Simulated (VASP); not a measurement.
# AlRu (P4mm) in VASP: a series of runs

The runs below take AlRu through single point, with PBEsol.

All numbers are computed with VASP 6.6.1; they aren't measurements. Logs are shortened: lines on timing, memory, paths and dates and some standing lists are left out, and cuts for length are marked.

**1. The cell of the first run**

The structure is tetragonal, space group P4mm (No. 99). Conventional cell: a = 2.976 Å, b = 2.976 Å, c = 2.976 Å, α = 90.00°, β = 90.00°, γ = 90.00°. Al (site symmetry 4mm) has 8 Ru at 2.52 to 2.64 Å and 6 Al at 2.98 Å within 3.3 Å. Ru (site symmetry 4mm) has 8 Al at 2.52 to 2.64 Å and 6 Ru at 2.98 Å within 3.3 Å.

**2. Single point, PBEsol (all Ru atoms moved -0.100 Å, as atom 2 along Cartesian [0 0 1])**

INCAR

```
ALGO = Fast
EDIFF = 1E-6
ENCUT = 520
GGA = PS
ISIF = 2
ISMEAR = 0
LASPH = T
LCHARG = F
LREAL = F
LWAVE = F
NBANDS = 16
NELM = 80
PREC = Accurate
SIGMA = 0.15
```

KPOINTS

```
k-points
0
Gamma
  20 20 20
```

POSCAR

```
AlRu
1.0
    2.9764078228      0.0000000000      0.0000000000
    0.0000000000      2.9764078228      0.0000000000
    0.0000000000      0.0000000000      2.9764078228
Al Ru
1 1
Direct
    0.0000000000      0.0000000000      0.0000000000
    0.5000000000      0.5000000000      0.4664024536
```

Potentials or basis: VASP PAW PBE potentials, release 64 (Al, Ru_pv).

On the command line:

```console
$ cat potpaw_PBE.64/Al/POTCAR potpaw_PBE.64/Ru_pv/POTCAR > POTCAR
$ mpirun -np 1 vasp_std > vasp.out
```

OUTCAR:

```text
EDIFF = 1E-6
   ENCUT = 520
   GGA = PS
   ISIF = 2
   ISMEAR = 0
   LASPH = T
   LREAL = F
   NELM = 80
   PREC = Accurate

 ion  position               nearest neighbor table
   1  0.000  0.000  0.000-   2 2.52   2 2.52   2 2.52   2 2.52   2 2.64   2 2.64   2 2.64   2 2.64

   2  0.500  0.500  0.466-   1 2.52   1 2.52   1 2.52   1 2.52   1 2.64   1 2.64   1 2.64   1 2.64

  LATTYP: Found a simple cubic cell.
 ALAT       =     2.9764078228

  Lattice vectors:

 A1 = (   2.9764078228,   0.0000000000,   0.0000000000)
 A2 = (   0.0000000000,   2.9764078228,   0.0000000000)
 A3 = (   0.0000000000,   0.0000000000,   2.9764078228)

Analysis of symmetry for initial positions (statically):
=====================================================================
 Subroutine PRICEL returns:
 Original cell was already a primitive cell.

 Routine SETGRP: Setting up the symmetry group for a
 simple cubic supercell.

 Subroutine GETGRP returns: Found  8 space group operations
 (whereof  8 operations were pure point group operations)
 out of a pool of 48 trial point group operations.

The static configuration has the point symmetry C_4v.

Analysis of symmetry for dynamics (positions and initial velocities):
=====================================================================
 Subroutine PRICEL returns:
 Original cell was already a primitive cell.

 Routine SETGRP: Setting up the symmetry group for a
 simple cubic supercell.

 Subroutine GETGRP returns: Found  8 space group operations
 (whereof  8 operations were pure point group operations)
 out of a pool of 48 trial point group operations.

The dynamic configuration has the point symmetry C_4v.

 Subroutine INISYM returns: Found  8 space group operations
 (whereof  8 operations are pure point group operations),
 and found     1 'primitive' translations

----------------------------------------------------------------------------------------

                                     Primitive cell

  volume of cell :      26.3680

  direct lattice vectors                    reciprocal lattice vectors
     2.976407823  0.000000000  0.000000000     0.335975464  0.000000000  0.000000000
     0.000000000  2.976407823  0.000000000     0.000000000  0.335975464  0.000000000
     0.000000000  0.000000000  2.976407823     0.000000000  0.000000000  0.335975464

  length of vectors
     2.976407823  2.976407823  2.976407823     0.335975464  0.335975464  0.335975464

  position of ions in fractional coordinates (direct lattice)
     0.000000000  0.000000000  0.000000000
     0.500000000  0.500000000  0.466402454

  ion indices of the primitive-cell ions
   primitive index   ion index
                 1           1
                 2           2

----------------------------------------------------------------------------------------

 KPOINTS: k-points

Automatic generation of k-mesh.
 Grid dimensions read from file:
 generate k-points for:   20   20   20

 Generating k-lattice:

  Cartesian coordinates                     Fractional coordinates (reciprocal lattice)
     0.016798773  0.000000000  0.000000000     0.050000000  0.000000000  0.000000000
     0.000000000  0.016798773  0.000000000     0.000000000  0.050000000  0.000000000
     0.000000000  0.000000000  0.016798773     0.000000000  0.000000000  0.050000000

  Length of vectors
     0.016798773  0.016798773  0.016798773

  Shift w.r.t. Gamma in fractional coordinates (k-lattice)
     0.000000000  0.000000000  0.000000000

 Subroutine IBZKPT returns following result:
 ===========================================

 Found    726 irreducible k-points:

 Following reciprocal coordinates:
            Coordinates               Weight
  0.000000  0.000000  0.000000      1.000000
  0.050000  0.000000  0.000000      4.000000
  0.000000  0.000000  0.050000      2.000000
  0.100000  0.000000  0.000000      4.000000
  0.000000  0.000000  0.100000      2.000000
  0.150000  0.000000  0.000000      4.000000
[... 16 lines left out ...]
  0.000000  0.050000  0.050000      8.000000
  0.100000  0.050000  0.000000      8.000000
 [... further k-points ...]
   k-points           NKPTS =    726   k-points in BZ     NKDIM =    726   number of bands    NBANDS=     16
   number of dos      NEDOS =    301   number of ions     NIONS =      2
   total plane-waves  NPLWV =  13824
   dimension x,y,z NGX =    24 NGY =   24 NGZ =   24
   dimension x,y,z NGXF=    48 NGYF=   48 NGZF=   48
   ions per type =               1   1
   NGX,Y,Z   is equivalent  to a cutoff of  13.41, 13.41, 13.41 a.u.
   NGXF,Y,Z  is equivalent  to a cutoff of  26.81, 26.81, 26.81 a.u.
 SYSTEM =  unknown system
   PREC   = accura    normal or accurate (medium, high low for compatibility)
   ISTART =      0    job   : 0-new  1-cont  2-samecut
   ICHARG =      2    charge: 1-file 2-atom 10-const
   ISPIN  =      1    spin polarized calculation?
   LNONCOLLINEAR =      F non collinear calculations
   LSORBIT =      F    spin-orbit coupling
   LASPH  =      T    aspherical Exc in radial PAW
   ENCUT  =  520.0 eV  38.22 Ry    6.18 a.u.   5.53  5.53  5.53*2*pi/ulx,y,z
   NELM   =     80;   NELMIN=  2; NELMDL= -5     # of ELM steps
   EDIFF  = 0.1E-05   stopping-criterion for ELM
   LREAL  =      F    real-space projection
   EDIFFG = 0.1E-04   stopping-criterion for IOM
   NSW    =      0    number of steps for IOM
   IBRION =     -1    ionic relax: 0-MD 1-quasi-New 2-CG
   NFREE  =      0    steps in history (QN), initial steepest desc. (CG)
   ISIF   =      2    stress and relaxation
   ISYM   =      2    0-nonsym 1-usesym 2-fastsym
   POTIM  = 0.5000    time-step for ionic-motion
   TEBEG  =    0.0;   TEEND  =   0.0 temperature during run
   PSTRESS=    0.0 pullay stress
   NELECT =      17.0000    total number of electrons
   NUPDOWN=      -1.0000    fix difference up-down
   EMIN   =  10.00;   EMAX   =-10.00  energy-range for DOS
   EFERMI =   0.00;   METHOD = LEGACY
   ISMEAR =     0;   SIGMA  =   0.15  broadening in eV -4-tet -1-fermi 0-gaus
   EFERMI_NEDOS =   21; number of points for ismear=-14 and -15
   IALGO  =     68    algorithm
   IMIX   =      4    mixing-type and parameters
     AMIX     =   0.40;   BMIX     =  1.00
     AMIX_MAG =   1.60;   BMIX_MAG =  1.00
  volume/ion in A,a.u.               =      13.18        88.97
  Fermi-wavevector in a.u.,A,eV,Ry     =   1.414269  2.672581 27.213787  2.000157
  Thomas-Fermi vector in A             =   2.535829
   LORBIT       =      0    0 simple, 1 ext, 2 COOP (PROOUT), +10 PAW based schemes
   GGA     = PS    functional components
   LHFCALC =     F    Hartree Fock is set to
   AEXX    =    0.0000 exact exchange contribution
   IVDW    =     0    specifies the selected vdW correction
   LEPSILON=     F    determine dielectric tensor
   LRPA    =     F    only Hartree local field effects (RPA)
 non-spin polarized calculation
 RMM-DIIS sequential band-by-band and
 Gauss-broadening in eV      SIGMA  =   0.15
  energy-cutoff  :      520.00
  volume of cell :       26.37
 maximum number of plane-waves:       739
 NGX is ok and might be reduce to    24
   NGX = 11   NGY = 11   NGZ = 11

 number of electron      16.9999998 magnetization

 Free energy of the ion-electron system (eV)
  ---------------------------------------------------
  ext. energy  EPLUGINS =         0.00000000
  ---------------------------------------------------
  free energy    TOTEN  =       -15.48702088 eV

  energy without entropy =      -15.46882565  energy(sigma->0) =      -15.47792327

 E-fermi :  10.8028     XC(G=0): -12.7632

 val. band max:       10.8026335186   @ k =   0.1000   0.0500   0.2000
 cond. band min:      10.8058393178   @ k =   0.1000   0.1000   0.4000
 fundamental gap:      0.0032057992
 Fermi energy:        10.8028109363

 k-point     1 :       0.0000    0.0000    0.0000
  band No.  band energies     occupation
      1     -30.9077      2.00000
      2     -30.9077      2.00000
      3     -30.9059      2.00000
      4       1.0432      2.00000
      5       7.1212      2.00000
      6       7.1297      2.00000
[... 8 lines left out ...]
     15      22.8105      0.00000
     16      26.1083      0.00000

 k-point     2 :       0.0500    0.0000    0.0000
  band No.  band energies     occupation
      1     -30.9133      2.00000
      2     -30.9073      2.00000
      3     -30.9054      2.00000
      4       1.0921      2.00000
      5       7.1394      2.00000
      6       7.1474      2.00000
[... 8 lines left out ...]
     15      22.8108      0.00000
     16      26.2579      0.00000

 k-point     3 :       0.0000    0.0000    0.0500
  band No.  band energies     occupation
      1     -30.9114      2.00000
      2     -30.9073      2.00000
      3     -30.9073      2.00000
      4       1.0920      2.00000
      5       7.1385      2.00000
      6       7.1481      2.00000
[... 8 lines left out ...]
     15      22.8108      0.00000
     16      26.2541      0.00000

 k-point     4 :       0.1000    0.0000    0.0000
  band No.  band energies     occupation
      1     -30.9294      2.00000
      2     -30.9059      2.00000
      3     -30.9041      2.00000
      4       1.2379      2.00000
      5       7.1889      2.00000
      6       7.1980      2.00000
[... 8 lines left out ...]
     15      22.8129      0.00000
     16      26.7229      0.00000
[... 324 lines left out ...]
 k-point    22 :       0.0500    0.0500    0.0000
  band No.  band energies     occupation
      1     -30.9131      2.00000
      2     -30.9125      2.00000
      3     -30.9049      2.00000
      4       1.1409      2.00000
      5       7.1584      2.00000
      6       7.1647      2.00000
[... 8 lines left out ...]
     15      22.8110      0.00000
     16      26.4009      0.00000

 k-point    23 :       0.0000    0.0500    0.0500
  band No.  band energies     occupation
      1     -30.9129      2.00000
      2     -30.9109      2.00000
      3     -30.9068      2.00000
      4       1.1408      2.00000
      5       7.1565      2.00000
      6       7.1665      2.00000
[... 8 lines left out ...]
     15      22.8110      0.00000
     16      26.3971      0.00000

 k-point    24 :       0.1000    0.0500    0.0000
  band No.  band energies     occupation
      1     -30.9289      2.00000
      2     -30.9114      2.00000
      3     -30.9036      2.00000
      4       1.2861      2.00000
      5       7.2102      2.00000
      6       7.2142      2.00000
[... 8 lines left out ...]
     15      22.8126      0.00000
     16      26.8438      0.00000

 [... further k-points ...]

------------------------ aborting loop because EDIFF is reached ----------------------------------------

  FORCE on cell =-STRESS in cart. coord.  units (eV):
  Direction    XX          YY          ZZ          XY          YZ          ZX
  --------------------------------------------------------------------------------------
  -------------------------------------------------------------------------------------
  Total        0.1935827      0.1935827      0.0527626      0.0000000      0.0000000      0.0000000
  in kB       11.7625062     11.7625062      3.2059694      0.0000000      0.0000000      0.0000000
  external PRESSURE =       8.9103273 kB  Pullay stress =       0.0000000 kB

 VOLUME and BASIS-vectors are now :
 -----------------------------------------------------------------------------
  energy-cutoff  :      520.00
  volume of cell :       26.37
      direct lattice vectors                 reciprocal lattice vectors
     2.976407823  0.000000000  0.000000000     0.335975464  0.000000000  0.000000000
     0.000000000  2.976407823  0.000000000     0.000000000  0.335975464  0.000000000
     0.000000000  0.000000000  2.976407823     0.000000000  0.000000000  0.335975464

 POSITION                                       TOTAL-FORCE (eV/Angst)
 -----------------------------------------------------------------------------------
      0.00000      0.00000      0.00000         0.000000     -0.000000     -0.814721
      1.48820      1.48820      1.38820         0.000000      0.000000      0.814721
 -----------------------------------------------------------------------------------
    total drift:                                0.000000     -0.000000     -0.000378

  FREE ENERGIE OF THE ION-ELECTRON SYSTEM (eV)
  ---------------------------------------------------
  free  energy   TOTEN  =       -15.4870208807 eV

  energy  without entropy=      -15.4688256500  energy(sigma->0) =      -15.47792327
```

It took 4 min on 1 thread of AMD EPYC 9R14 (Zen 4), shared host; peak memory 0.36 GiB.

What came out:

```yaml
Free_energy: -15.4870 eV
Pressure: 0.9 GPa
Largest_force: 0.815 eV/Å
Band_gap_on_the_k_mesh: zero (an odd number of electrons rules out a gap without spin polarisation)
```

Forces in eV/Å, atoms in the order of the input:
```
Al   0.000  0.000 -0.815
Ru   0.000  0.000  0.815
```

Stress tensor (GPa, compression positive):
```
1.18 0.00 0.00
0.00 1.18 0.00
0.00 0.00 0.32
```

Levels at points of the mesh, in eV from the Fermi level:
| k point | band 7 | band 8 | band 9 | band 10 | band 11 | band 12 |
| --- | --- | --- | --- | --- | --- | --- |
| (0.00, 0.00, 0.00) | 0.18 | 0.20 | 0.20 | 6.17 | 6.17 | 6.18 |
| (0.50, 0.00, 0.00) | -1.64 | -1.62 | 0.45 | 2.34 | 7.45 | 11.12 |
| (0.00, 0.00, 0.50) | -1.62 | -1.62 | 0.44 | 2.36 | 7.48 | 11.06 |
| (0.50, 0.50, 0.00) | -1.49 | -1.05 | -1.05 | 1.57 | 5.37 | 6.39 |
| (0.00, 0.50, 0.50) | -1.33 | -1.21 | -1.19 | 1.57 | 5.39 | 6.42 |
| (0.50, 0.50, 0.50) | 1.67 | 1.67 | 2.69 | 4.13 | 4.13 | 4.17 |

Caveat: the cell differs from its parent crystal (all Ru atoms moved -0.100 Å, as atom 2 along Cartesian [0 0 1]); the PAW data sets were made with another functional, which shifts forces and pressure a little.

(Part 1 of 3 ends here.)
